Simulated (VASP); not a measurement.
Here is a VASP 6.6.1 calculation.

Contents of INCAR:

```
PREC     = Accurate       # precision mode
ENCUT    = 520            # plane-wave cutoff, eV
EDIFF    = 1E-6           # SCF threshold, eV
ISMEAR   = -1             # smearing method
SIGMA    = 0.02           # smearing width, eV
LREAL    = F              # projectors in reciprocal space
LASPH    = T              # aspherical terms in the spheres
NELM     = 80             # most SCF steps
ALGO     = Normal         # electronic algorithm
ISIF     = 2              # what is computed and relaxed
LWAVE    = F              # write WAVECAR
LCHARG   = F              # write CHGCAR
GGA      = PE             # functional
NBANDS   = 9              # bands
```

KPOINTS

```
Automatic mesh
0
Gamma
  10 10 10
```

POSCAR

```
LiH
1.0
   -0.0507565516      2.0247467028      2.0247467028
    2.0247467028     -0.0507565516      2.0247467028
    2.0247467028      2.0247467028     -0.0507565516
Li H
1 1
Direct
    0.0000000000      0.0000000000      0.0000000000
    0.5000000000      0.5000000000      0.5000000000
```

Potentials or basis: VASP PAW PBE potentials, release 64 (Li_sv, H).

Launch:

```bash
$ cat potpaw_PBE.64/Li_sv/POTCAR potpaw_PBE.64/H/POTCAR > POTCAR
$ mpirun -np 1 vasp_std > vasp.out
```

**Question.** Predict the band gap on the k mesh.

**Answer.** 3.02 eV, direct.

Caveat: the cell differs from its parent crystal (epitaxial 111 strain +3.6%). A k mesh can miss the band edges.
